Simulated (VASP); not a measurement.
Here is a VASP 6.6.1 calculation.

INCAR

```
SYSTEM = PtSe2
PREC     = Accurate       ! precision mode
ENCUT    = 520            ! plane-wave cutoff, eV
EDIFF    = 1E-6           ! SCF threshold, eV
ISMEAR   = 0              ! smearing method
SIGMA    = 0.05           ! smearing width, eV
LREAL    = .FALSE.        ! projectors in reciprocal space
LASPH    = .TRUE.         ! aspherical terms in the spheres
NELM     = 60             ! most SCF steps
ALGO     = Normal         ! electronic algorithm
ISIF     = 2              ! what is computed and relaxed
LWAVE    = .FALSE.        ! write WAVECAR
LCHARG   = .FALSE.        ! write CHGCAR
LDIPOL   = .TRUE.       
IDIPOL   = 3            
DIPOL    = 0.5 0.5 0.382
GGA      = PE             ! functional
IVDW     = 12             ! dispersion correction
NBANDS   = 31             ! bands
```

File KPOINTS:

```
regular mesh
0
G
  9 9 1
  0 0 0
```

Contents of POSCAR:

```
PtSe2
1.0
    3.7070358307      0.0000000000      0.0000000000
   -1.8535179153      3.2103872021      0.0000000000
    0.0000000000      0.0000000000     22.7981611688
Se Pt
4 2
Direct
    0.6666666667      0.3333333333      0.1973843402
    0.3333333333      0.6666666667      0.3135814565
    0.3333333333      1.1666666667      0.4499959672
    0.6666666667      0.8333333333      0.5661930834
    0.0000000000      0.0000000000      0.2554828983
    1.0000000000      1.5000000000      0.5080945253
```

Potentials or basis: VASP PAW PBE potentials, release 64 (Se, Pt).

The run is started by

```bash
$ cat potpaw_PBE.64/Se/POTCAR potpaw_PBE.64/Pt/POTCAR > POTCAR
$ mpirun -np 1 vasp_std > vasp.out
```

Q: Estimate the largest force.

A: 0.098 eV/Å.

Q: What does it give for the band gap on the k mesh?

A: 0.73 eV (least direct gap 0.95 eV).

Forces in eV/Å, atoms in the order of the input:
```
Se  -0.017 -0.010 -0.012
Se  -0.006 -0.003  0.031
Se  -0.006 -0.003 -0.031
Se  -0.017 -0.010  0.012
Pt   0.023  0.013  0.095
Pt   0.023  0.013 -0.095
```

Caveat: the cell differs from its parent crystal (layers slid over each other); spin-orbit coupling is left out, which moves the levels of the heavy elements.
